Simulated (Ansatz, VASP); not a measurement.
## B3As5 in VASP and in Ansatz

```xyz
8
Lattice="3.1999 1.8475 3.8068 -3.1999 1.8475 3.8068 0.0000 -3.6950 3.8068" Properties=species:S:1:pos:R:3 pbc="T T T"
B     0.0000    0.0000    0.0000
B     0.0000    0.0000    4.8752
B     0.0000    0.0000    6.5453
As    0.0000    1.8475    3.8068
As   -1.6000   -0.9237    3.8068
As    1.6000   -0.9237    3.8068
As    0.0000    0.0000    9.4764
As    0.0000    0.0000    1.9441
```

Alike in both runs: functional PBE; k mesh 3 × 3 × 3; occupations gaussian, width 0.2 eV; no spin polarisation.

Ansatz relaxed the structure, and its values are those at the end. VASP's run is a single point on that final structure, the one shown.

|  | VASP | Ansatz |
| --- | --- | --- |
| version | VASP 6.6.1 | Ansatz 0.2.0 |
| potentials or method | VASP PAW PBE potentials, release 64 (B, As), cutoff 500 eV | scalar-relativistic, plane waves, PAW |
| valence electrons in the cell | 34 | 84 |

|  | VASP | Ansatz | Ansatz less VASP |
| --- | --- | --- | --- |
| gap on the k mesh at the Fermi level (eV) | none | none | - |
| pressure (GPa) | 0.3 | 0.0 | -0.31 |
| rms of the force components (eV/Å) | 0.027 | 0.013 | -0.0143 |

A gap of «none» marks a metal or a gap that the smearing closes. VASP's potentials hold 34 valence electrons a cell and Ansatz's 84, so a difference there can come from the potentials and not from the codes.

The k mesh is coarse, so the values compare programs but aren't converged.
